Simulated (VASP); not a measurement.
Input of a VASP 6.6.1 run:

INCAR

```
PREC = Accurate ; ENCUT = 520
EDIFF = 1E-6 ; ISMEAR = -1
SIGMA = 0.1 ; LREAL = F
LASPH = T ; NELM = 80
ALGO = Normal ; ISIF = 2
LWAVE = F ; LCHARG = F
GGA = PS ; NBANDS = 10
```

Contents of KPOINTS:

```
regular mesh
0
Gamma
  11 11 11
```

The input POSCAR:

```
K
1.0
    0.0000000000      3.1779522832      3.1779522832
    3.1779522832      0.0000000000      3.1779522832
    3.1779522832      3.1779522832      0.0000000000
K
1
Direct
    0.0000000000      0.0000000000      0.0000000000
```

Potentials or basis: VASP PAW PBE potentials, release 64 (K_sv).

Launch:

```bash
$ cat potpaw_PBE.64/K_sv/POTCAR > POTCAR
$ mpirun -np 1 vasp_std > vasp.out
```

Predict the pressure.

0.5 GPa.

Caveat: the PAW data sets were made with another functional, which shifts forces and pressure a little.
